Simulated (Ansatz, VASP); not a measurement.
One calculation of Na, two programs

File INCAR:

```
ALGO = Fast
EDIFF = 1E-6
ENCUT = 520
GGA = PE
ISIF = 2
ISMEAR = 0
LASPH = True
LCHARG = True
LELF = True
LREAL = False
LVHAR = True
LWAVE = False
NBANDS = 10
NELM = 100
PREC = Accurate
SIGMA = 0.15
```

The input KPOINTS:

```
k-points
0
Gamma
  16 16 16
```

The input POSCAR:

```
Na
1.0
   -2.1810250000      2.1810250000      2.1810250000
    2.1810250000     -2.1810250000      2.1810250000
    2.1810250000      2.1810250000     -2.1810250000
Na
1
Direct
    0.0000000000      0.0000000000      0.0000000000
```

Input for Ansatz:

```yaml
crystal:
  lattice:
    - [-2.181025, 2.181025, 2.181025]
    - [2.181025, -2.181025, 2.181025]
    - [2.181025, 2.181025, -2.181025]
  atoms:
    - { symbol: Na, position: [0.0, 0.0, 0.0] }
basis:
  ecutwfc: 420
kpoints:
  mp_grid: { grid: [16, 16, 16] }
hamiltonian:
  xc: pbe
scf:
  occupations: { method: gaussian, width: 0.15 }
output:
  forces: true
  stress: true
  eigenvalues: true
```

Change from the starting cell: strain +0.030 along x and y, +0.030 along z, atoms carried along.

Alike in both runs: task single point; functional PBE; k mesh 16 × 16 × 16; occupations gaussian, width 0.15 eV; no spin polarisation.

|  | VASP | Ansatz |
| --- | --- | --- |
| version | VASP 6.6.1 | Ansatz 0.2.0 |
| potentials or method | VASP PAW PBE potentials, release 64 (Na_pv), cutoff 520 eV | scalar-relativistic, plane waves, PAW |
| valence electrons in the cell | 7 | 9 |

|  | VASP | Ansatz | Ansatz less VASP |
| --- | --- | --- | --- |
| gap on the k mesh at the Fermi level (eV) | none | none | - |
| pressure (GPa) | -0.8 | -0.7 | +0.09 |

A gap of «none» marks a metal or a gap that the smearing closes. VASP's potentials hold 7 valence electrons a cell and Ansatz's 9, so a difference there can come from the potentials and not from the codes.
